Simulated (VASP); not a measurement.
The system is NaRu.

```xyz
2
Lattice="3.0023 0.0000 0.0000 -1.5012 2.6001 0.0000 0.0000 0.0000 4.5018" Properties=species:S:1:pos:R:3 pbc="T T T"
Na    1.5012    0.8667    0.0000
Ru    0.0000    0.0000    2.2509
```

```yaml
Program: VASP 6.6.1
Task: relaxation of cell and atoms
Functional: PBE
Potentials_or_basis: VASP PAW PBE potentials, release 64 (Na_pv, Ru_pv)
Cutoff: 600 eV
k_mesh: 6 × 6 × 4
Occupations: gaussian, width 0.1 eV
Spin: no spin polarisation
```

At the start: pressure -4.2 GPa; volume 17.57 Å³/atom.

**Question.** Where does the relaxation end?

**Answer.** Over 6 steps the energy falls by 402.0 meV/atom and the volume is 16.58 Å³/atom (-5.7 %); space group P-6m2 (No. 187, to 0.1 Å) before and after.

Step by step:
```tsv
step	energy change (eV)	largest force (eV/Å)	pressure (GPa)	volume (Å³)
1	0.0000	0.0000	-4.23	35.14
2	-0.7269	0.0000	0.65	32.48
3	-0.7763	0.0000	5.41	31.49
4	-0.7781	0.0000	4.80	31.60
5	-0.8002	0.0000	-1.72	33.79
6	-0.8040	0.0000	-0.06	33.15
```

Final structure:
```
Na Ru
1.0
     2.70857    0.00000    0.00000
    -1.35428    2.34569    0.00000
     0.00000    0.00000    5.21788
Na Ru
1 1
Direct
  0.66667 0.33333 0.00000
  0.00000 0.00000 0.50000
```

Caveat: the k points lie up to 0.45 Å⁻¹ apart in the final cell, too coarse for converged energies and pressures of a metal; a cell axis changed by over 15 % at a fixed basis, so the end point is rough.
